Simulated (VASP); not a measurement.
# W (Im-3m) in VASP: settings compared

The runs below take W through single point, with PBEsol, PBE, r2SCAN.

Everything below comes from runs of VASP 6.6.1. Logs are shortened: lines on timing, memory, paths and dates and some standing lists are left out, and cuts for length are marked.

### Step 1. The cell of the first run

Symmetry: Im-3m, No. 229, cubic system. Conventional cell: a = 3.154 Å, b = 3.154 Å, c = 3.154 Å, α = 90.00°, β = 90.00°, γ = 90.00°. Within 3.6 Å of W (site symmetry m-3m) lie 14 W at 2.73 to 3.15 Å.

### Step 2. Single point, PBEsol

The input, INCAR:

```
PREC = Accurate
ENCUT = 500
EDIFF = 1E-6
ISMEAR = -1
SIGMA = 0.05
LREAL = False
LASPH = True
NELM = 120
ALGO = Normal
ISIF = 2
LWAVE = False
LCHARG = False
GGA = PS
NBANDS = 13
GGA_COMPAT = False
```

The input, KPOINTS:

```
regular mesh
0
Gamma
  11 11 11
```

The input, POSCAR:

```
W
1.0
   -1.5772470000      1.5772470000      1.5772470000
    1.5772470000     -1.5772470000      1.5772470000
    1.5772470000      1.5772470000     -1.5772470000
W
1
Direct
    0.0000000000      0.0000000000      0.0000000000
```

Potentials or basis: VASP PAW PBE potentials, release 64 (W_sv).

On the command line:

```bash
$ cat potpaw_PBE.64/W_sv/POTCAR > POTCAR
$ mpirun -np 1 vasp_std > vasp.out
```

OUTCAR:

```text
PREC = Accurate
   ENCUT = 500
   EDIFF = 1E-6
   ISMEAR = -1
   LREAL = False
   LASPH = True
   NELM = 120
   ISIF = 2
   GGA = PS

 ion  position               nearest neighbor table
   1  0.000  0.000  0.000-

  LATTYP: Found a body centered cubic cell.
 ALAT       =     3.1544940000

  Lattice vectors:

 A1 = (  -1.5772470000,   1.5772470000,   1.5772470000)
 A2 = (   1.5772470000,  -1.5772470000,   1.5772470000)
 A3 = (   1.5772470000,   1.5772470000,  -1.5772470000)

Analysis of symmetry for initial positions (statically):
=====================================================================
 Subroutine PRICEL returns:
 Original cell was already a primitive cell.

 Routine SETGRP: Setting up the symmetry group for a
 body centered cubic supercell.

 Subroutine GETGRP returns: Found 48 space group operations
 (whereof 48 operations were pure point group operations)
 out of a pool of 48 trial point group operations.

The static configuration has the point symmetry O_h .

Analysis of symmetry for dynamics (positions and initial velocities):
=====================================================================
 Subroutine PRICEL returns:
 Original cell was already a primitive cell.

 Routine SETGRP: Setting up the symmetry group for a
 body centered cubic supercell.

 Subroutine GETGRP returns: Found 48 space group operations
 (whereof 48 operations were pure point group operations)
 out of a pool of 48 trial point group operations.

The dynamic configuration has the point symmetry O_h .

 Subroutine INISYM returns: Found 48 space group operations
 (whereof 48 operations are pure point group operations),
 and found     1 'primitive' translations

----------------------------------------------------------------------------------------

                                     Primitive cell

  volume of cell :      15.6949

  direct lattice vectors                    reciprocal lattice vectors
    -1.577247000  1.577247000  1.577247000     0.000000000  0.317008053  0.317008053
     1.577247000 -1.577247000  1.577247000     0.317008053  0.000000000  0.317008053
     1.577247000  1.577247000 -1.577247000     0.317008053  0.317008053  0.000000000

  length of vectors
     2.731871940  2.731871940  2.731871940     0.448317087  0.448317087  0.448317087

  position of ions in fractional coordinates (direct lattice)
     0.000000000  0.000000000  0.000000000

  ion indices of the primitive-cell ions
   primitive index   ion index
                 1           1

----------------------------------------------------------------------------------------

 KPOINTS: regular mesh

Automatic generation of k-mesh.
 Grid dimensions read from file:
 generate k-points for:   11   11   11

 Generating k-lattice:

  Cartesian coordinates                     Fractional coordinates (reciprocal lattice)
     0.000000000  0.028818914  0.028818914     0.090909091  0.000000000  0.000000000
     0.028818914  0.000000000  0.028818914     0.000000000  0.090909091  0.000000000
     0.028818914  0.028818914  0.000000000     0.000000000  0.000000000  0.090909091

  Length of vectors
     0.040756099  0.040756099  0.040756099

  Shift w.r.t. Gamma in fractional coordinates (k-lattice)
     0.000000000  0.000000000  0.000000000

 Subroutine IBZKPT returns following result:
 ===========================================

 Found     56 irreducible k-points:

 Following reciprocal coordinates:
            Coordinates               Weight
  0.000000  0.000000  0.000000      1.000000
  0.090909  0.000000  0.000000     12.000000
  0.181818  0.000000  0.000000     12.000000
  0.272727  0.000000  0.000000     12.000000
  0.363636  0.000000  0.000000     12.000000
  0.454545  0.000000  0.000000     12.000000
[... 16 lines left out ...]
  0.272727  0.181818  0.090909     48.000000
  0.363636  0.181818  0.090909     24.000000
 [... further k-points ...]
   k-points           NKPTS =     56   k-points in BZ     NKDIM =     56   number of bands    NBANDS=     13
   number of dos      NEDOS =    301   number of ions     NIONS =      1
   total plane-waves  NPLWV =   8000
   dimension x,y,z NGX =    20 NGY =   20 NGZ =   20
   dimension x,y,z NGXF=    40 NGYF=   40 NGZF=   40
   ions per type =               1
   NGX,Y,Z   is equivalent  to a cutoff of  12.17, 12.17, 12.17 a.u.
   NGXF,Y,Z  is equivalent  to a cutoff of  24.34, 24.34, 24.34 a.u.
 SYSTEM =  unknown system
   PREC   = accura    normal or accurate (medium, high low for compatibility)
   ISTART =      0    job   : 0-new  1-cont  2-samecut
   ICHARG =      2    charge: 1-file 2-atom 10-const
   ISPIN  =      1    spin polarized calculation?
   LNONCOLLINEAR =      F non collinear calculations
   LSORBIT =      F    spin-orbit coupling
   LASPH  =      T    aspherical Exc in radial PAW
   ENCUT  =  500.0 eV  36.75 Ry    6.06 a.u.   4.98  4.98  4.98*2*pi/ulx,y,z
   NELM   =    120;   NELMIN=  2; NELMDL= -5     # of ELM steps
   EDIFF  = 0.1E-05   stopping-criterion for ELM
   LREAL  =      F    real-space projection
   EDIFFG = 0.1E-04   stopping-criterion for IOM
   NSW    =      0    number of steps for IOM
   IBRION =     -1    ionic relax: 0-MD 1-quasi-New 2-CG
   NFREE  =      0    steps in history (QN), initial steepest desc. (CG)
   ISIF   =      2    stress and relaxation
   ISYM   =      2    0-nonsym 1-usesym 2-fastsym
   POTIM  = 0.5000    time-step for ionic-motion
   TEBEG  =    0.0;   TEEND  =   0.0 temperature during run
   PSTRESS=    0.0 pullay stress
   NELECT =      14.0000    total number of electrons
   NUPDOWN=      -1.0000    fix difference up-down
   EMIN   =  10.00;   EMAX   =-10.00  energy-range for DOS
   EFERMI =   0.00;   METHOD = LEGACY
   ISMEAR =    -1;   SIGMA  =   0.05  broadening in eV -4-tet -1-fermi 0-gaus
   EFERMI_NEDOS =   21; number of points for ismear=-14 and -15
   IALGO  =     38    algorithm
   IMIX   =      4    mixing-type and parameters
     AMIX     =   0.40;   BMIX     =  1.00
     AMIX_MAG =   1.60;   BMIX_MAG =  1.00
  volume/ion in A,a.u.               =      15.69       105.91
  Fermi-wavevector in a.u.,A,eV,Ry     =   1.575909  2.978036 33.789922  2.483489
  Thomas-Fermi vector in A             =   2.676822
   LORBIT       =      0    0 simple, 1 ext, 2 COOP (PROOUT), +10 PAW based schemes
   GGA     = PS    functional components
   LHFCALC =     F    Hartree Fock is set to
   AEXX    =    0.0000 exact exchange contribution
   IVDW    =     0    specifies the selected vdW correction
   LEPSILON=     F    determine dielectric tensor
   LRPA    =     F    only Hartree local field effects (RPA)
 non-spin polarized calculation
  energy-cutoff  :      500.00
  volume of cell :       15.69
 maximum number of plane-waves:       410
   NGX =  9   NGY =  9   NGZ =  9

 number of electron      14.0000005 magnetization

 Free energy of the ion-electron system (eV)
  ---------------------------------------------------
  ext. energy  EPLUGINS =         0.00000000
  ---------------------------------------------------
  free energy    TOTEN  =       -13.78588211 eV

  energy without entropy =      -13.77938650  energy(sigma->0) =      -13.78263430

 E-fermi :  11.4233     XC(G=0): -13.8165

 val. band max:       11.3954217642   @ k =   0.0909   0.0909   0.0000
 cond. band min:      11.4498057734   @ k =   0.4545   0.0909  -0.0000
 fundamental gap:      0.0543840093
 Fermi energy:        11.4233232658

 k-point     1 :       0.0000    0.0000    0.0000
  band No.  band energies     occupation
      1     -62.7075      2.00000
      2     -26.2509      2.00000
      3     -26.2509      2.00000
      4     -26.2509      2.00000
      5       1.7104      2.00000
      6      10.1716      2.00000
      7      10.1716      2.00000
      8      10.1716      2.00000
      9      13.6806      0.00000
     10      13.6806      0.00000
     11      25.9822      0.00000
     12      25.9822      0.00000
     13      25.9822      0.00000

 k-point     2 :       0.0909    0.0000    0.0000
  band No.  band energies     occupation
      1     -62.6965      2.00000
      2     -26.3657      2.00000
      3     -26.2866      2.00000
      4     -26.2515      2.00000
      5       2.1113      2.00000
      6       9.9305      2.00000
      7      10.1053      2.00000
      8      10.5625      2.00000
      9      13.3274      0.00000
     10      13.6853      0.00000
     11      26.3119      0.00000
     12      26.6645      0.00000
     13      26.9356      0.00000

 k-point     3 :       0.1818    0.0000    0.0000
  band No.  band energies     occupation
      1     -62.6667      2.00000
      2     -26.6654      2.00000
      3     -26.3814      2.00000
      4     -26.2532      2.00000
      5       3.1821      2.00000
      6       9.3437      2.00000
      7       9.7876      2.00000
      8      11.7006      0.00779
      9      12.9499      0.00000
     10      13.7454      0.00000
     11      26.7653      0.00000
     12      28.5626      0.00000
     13      28.5696      0.00000
[... 305 lines left out ...]
 k-point    23 :       0.2727    0.1818    0.0909
  band No.  band energies     occupation
      1     -62.5678      2.00000
      2     -27.3511      2.00000
      3     -26.7723      2.00000
      4     -26.4622      2.00000
      5       6.7600      2.00000
      6       7.9612      2.00000
      7       9.2590      2.00000
      8      14.0108      0.00000
      9      14.5756      0.00000
     10      19.5470      0.00000
     11      21.4640      0.00000
     12      25.1470      0.00000
     13      26.5273      0.00000

 k-point    24 :       0.3636    0.1818    0.0909
  band No.  band energies     occupation
      1     -62.5599      2.00000
      2     -27.3551      2.00000
      3     -26.8615      2.00000
      4     -26.4713      2.00000
      5       6.7152      2.00000
      6       7.8943      2.00000
      7      10.0374      2.00000
      8      14.1200      0.00000
      9      14.6808      0.00000
     10      20.0356      0.00000
     11      20.6158      0.00000
     12      24.4681      0.00000
     13      26.4293      0.00000

 [... further k-points ...]
[... 5 lines left out ...]
  --------------------------------------------------------------------------------------
  -------------------------------------------------------------------------------------
  Total        0.0736773      0.0736773      0.0736773      0.0000000      0.0000000      0.0000000
  in kB        7.5211657      7.5211657      7.5211657      0.0000000      0.0000000      0.0000000
  external PRESSURE =       7.5211657 kB  Pullay stress =       0.0000000 kB

 VOLUME and BASIS-vectors are now :
 -----------------------------------------------------------------------------
  energy-cutoff  :      500.00
  volume of cell :       15.69
      direct lattice vectors                 reciprocal lattice vectors
    -1.577247000  1.577247000  1.577247000     0.000000000  0.317008053  0.317008053
     1.577247000 -1.577247000  1.577247000     0.317008053  0.000000000  0.317008053
     1.577247000  1.577247000 -1.577247000     0.317008053  0.317008053  0.000000000

 POSITION                                       TOTAL-FORCE (eV/Angst)
 -----------------------------------------------------------------------------------
      0.00000      0.00000      0.00000         0.000000     -0.000000     -0.000000
 -----------------------------------------------------------------------------------
    total drift:                                0.000000     -0.000000      0.000000

  FREE ENERGIE OF THE ION-ELECTRON SYSTEM (eV)
  ---------------------------------------------------
  free  energy   TOTEN  =       -13.7858821056 eV

  energy  without entropy=      -13.7793864960  energy(sigma->0) =      -13.78263430
```

Wall time 13 s (1 thread of Intel Xeon 8259CL, shared host); peak memory 0.13 GiB.

What came out:

* Free energy: -13.7859 eV
* Pressure: 0.8 GPa
* Band gap on the k mesh: zero (band 7 reaches 15.80 eV, above the bottom of band 8 at 10.17 eV)

Caveat: the PAW data sets were made with another functional, which shifts forces and pressure a little; spin-orbit coupling is left out, which moves the levels of the heavy elements.

### Step 3. Single point, PBE

The input, INCAR:

```
ALGO = Normal
EDIFF = 1E-6
ENCUT = 500
GGA = PE
GGA_COMPAT = F
ISIF = 2
ISMEAR = -1
LASPH = T
LCHARG = F
LREAL = F
LWAVE = F
NBANDS = 13
NELM = 120
PREC = Accurate
SIGMA = 0.05
```

The input, KPOINTS:

```
k-points
0
Gamma
  11 11 11
```

POSCAR is that of step 2.

Potentials or basis: VASP PAW PBE potentials, release 64 (W_sv).

On the command line:

```bash
$ cat potpaw_PBE.64/W_sv/POTCAR > POTCAR
$ mpirun -np 1 vasp_std > vasp.out
```

Wall time 15 s (1 thread of Intel Xeon 8259CL, shared host); peak memory 0.13 GiB.

Results (log left out):

```
Free energy            : -12.9220 eV
Pressure               : 9.7 GPa
Band gap on the k mesh : zero (band 7 reaches 15.96 eV, above the bottom of band 8 at 10.35 eV)
```

Levels at points of the mesh, in eV from the Fermi level:
| k point | band 4 | band 5 | band 6 | band 7 | band 8 | band 9 | band 10 | band 11 |
| --- | --- | --- | --- | --- | --- | --- | --- | --- |
| (0.00, 0.00, 0.00) | -37.72 | -9.70 | -1.25 | -1.25 | -1.25 | 2.28 | 2.28 | 14.53 |

Caveat: spin-orbit coupling is left out, which moves the levels of the heavy elements.

### Step 4. Single point, r2SCAN

POSCAR is that of step 3.

The input, INCAR.step1:

```
ALGO = Normal
EDIFF = 1E-5
ENCUT = 550
GGA = PE
GGA_COMPAT = F
ISMEAR = -1
LASPH = T
LCHARG = F
LREAL = F
LWAVE = T
NBANDS = 13
NELM = 120
PREC = Accurate
SIGMA = 0.05
```

The input, INCAR.step2:

```
ALGO = Normal
EDIFF = 1E-6
ENCUT = 550
GGA_COMPAT = F
ISIF = 2
ISMEAR = -1
ISTART = 1
LASPH = T
LCHARG = F
LMIXTAU = T
LREAL = F
LWAVE = F
METAGGA = R2SCAN
NBANDS = 13
NELM = 120
PREC = Accurate
SIGMA = 0.05
```

KPOINTS is that of step 3.

On the command line:

```bash
$ cat potpaw_PBE.64/W_sv/POTCAR > POTCAR
$ cp INCAR.step1 INCAR
$ mpirun -np 1 vasp_std > vasp.out
$ cp INCAR.step2 INCAR
$ mpirun -np 1 vasp_std > vasp.out
```

It took 67 s on 1 thread of Intel Xeon 8259CL, shared host; peak memory 0.15 GiB.

Results (log left out):

```
Free energy            : -51.3293 eV
Pressure               : 6.2 GPa
Band gap on the k mesh : zero (band 7 reaches 15.94 eV, above the bottom of band 8 at 10.13 eV)
```

Levels at points of the mesh, in eV from the Fermi level:
| k point | band 5 | band 6 | band 7 | band 8 | band 9 | band 10 |
| --- | --- | --- | --- | --- | --- | --- |
| (0.00, 0.00, 0.00) | -10.16 | -1.27 | -1.27 | -1.27 | 2.62 | 2.62 |

Caveat: the PAW data sets were made with another functional, which shifts forces and pressure a little; spin-orbit coupling is left out, which moves the levels of the heavy elements.

### Step 5. The runs side by side

```tsv
level	cutoff (eV)	gap on the mesh (eV)	pressure (GPa)
PBEsol	500	none	0.8
PBE	500	none	9.7
r2SCAN	550	none	6.2
```

Alike in all rows: task single point; potentials or basis VASP PAW PBE potentials, release 64 (W_sv); no spin polarisation; cell as given; k mesh 11 × 11 × 11; smearing fermi-dirac 0.05 eV.

Every run on the cell as given and a fine mesh finds a metal. The pressure there spans 0.8 GPa (PBEsol) to 9.7 GPa (PBE); a positive pressure means that this level wants a larger cell, a negative one a smaller.

Caveats: spin-orbit coupling is left out, which moves the levels of the heavy elements; the PAW data sets were made with another functional, which shifts forces and pressure a little (some runs).

Total energies depend on the potentials used, so only differences within one code and one set of settings carry meaning.
